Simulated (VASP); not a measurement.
Input of a VASP 6.6.1 run:

File POSCAR:

```
Ir
1.0
    2.7199504802      0.0000000000      0.0000000000
   -1.3599752401      2.3555462129      0.0000000000
    0.0000000000      0.0000000000      8.8906220815
Ir
4
Direct
    0.0000000000      0.0000000000      1.0000000000
    0.0000000000      0.0000000000      0.5000000000
    0.3333333333      0.6666666667      0.2500000000
    0.6666666667      0.3333333333      0.7500000000
```

INCAR.step1

```
PREC = Accurate
ENCUT = 520
ISMEAR = -1
SIGMA = 0.1
LREAL = False
LASPH = True
NELM = 80
NBANDS = 26
GGA = PE
ALGO = Normal
EDIFF = 1E-4
LWAVE = True
LCHARG = False
```

The input INCAR.step2:

```
PREC = Accurate
ENCUT = 520
EDIFF = 1E-7
ISMEAR = -1
SIGMA = 0.1
LREAL = False
LASPH = True
NELM = 80
ALGO = Normal
ISIF = 2
LWAVE = False
LCHARG = False
METAGGA = R2SCAN
LMIXTAU = True
NBANDS = 26
ISTART = 1
```

File KPOINTS:

```
regular mesh
0
Gamma
  13 13 4
```

Potentials or basis: VASP PAW PBE potentials, release 64 (Ir).

Command:

```sh
$ cat potpaw_PBE.64/Ir/POTCAR > POTCAR
$ cp INCAR.step1 INCAR
$ mpirun -np 1 vasp_std > vasp.out
$ cp INCAR.step2 INCAR
$ mpirun -np 1 vasp_std > vasp.out
```

Question: Estimate the pressure.

Answer: 2.5 GPa.

Question: What does it give for the band gap on the k mesh?

Answer: Zero (band 18 reaches 11.09 eV, above the bottom of band 19 at 8.48 eV).

Caveat: the PAW data sets were made with another functional, which shifts forces and pressure a little; spin-orbit coupling is left out, which moves the levels of the heavy elements.
